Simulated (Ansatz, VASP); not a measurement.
## Al3In3GaB3N10 in VASP and in Ansatz

```
B N Al Ga In
1.0
     2.17585    2.37530    4.45684
    -2.23072   -2.10690    4.35007
     6.79940   -4.61837    2.02637
B N Al Ga In
3 10 3 1 3
Direct
  0.51926 0.00845 0.79984
  0.07951 0.02074 0.94771
  0.81765 0.03929 0.35846
  0.57045 0.83529 0.66261
  0.49343 0.29852 0.77512
  0.00615 0.85462 0.85472
  0.36647 0.93120 0.98036
  0.69980 0.91769 0.26562
  0.68097 0.33288 0.41251
  0.11537 0.91055 0.37122
  0.06251 0.41314 0.60411
  0.93907 0.31540 0.97323
  0.29501 0.38159 0.19999
  0.11805 0.49617 0.80115
  0.38384 0.01974 0.19961
  0.70285 0.47670 0.60697
  0.29269 0.50449 0.40325
  0.19058 0.98863 0.60279
  0.52238 0.49284 0.97662
  0.89429 0.51825 0.20020
```

Alike in both runs: functional PBE; k mesh 4 × 4 × 2; occupations gaussian, width 0.1 eV; no spin polarisation.

Ansatz relaxed the structure, and its values are those at the end. VASP's run is a single point on that final structure, the one shown.

|  | VASP | Ansatz |
| --- | --- | --- |
| version | VASP 6.6.1 | Ansatz 0.2.0 |
| potentials or method | VASP PAW PBE potentials, release 64 (B, N, Al, Ga_d, In_d), cutoff 520 eV | scalar-relativistic, plane waves, PAW |
| valence electrons in the cell | 120 | 120 |

Ansatz gave:

```
gap on the k mesh at the Fermi level (eV) : 1.29
least direct gap on the mesh (eV)         : 1.32
pressure (GPa)                            : 0.0
rms of the force components (eV/Å)        : 0.011
```

Q: Which values does VASP return?

A: gap on the k mesh at the Fermi level (eV): 1.28; least direct gap on the mesh (eV): 1.32; pressure (GPa): 0.0; rms of the force components (eV/Å): 0.015.

With one functional, cell and mesh, what is left measures potentials, basis and numerics.
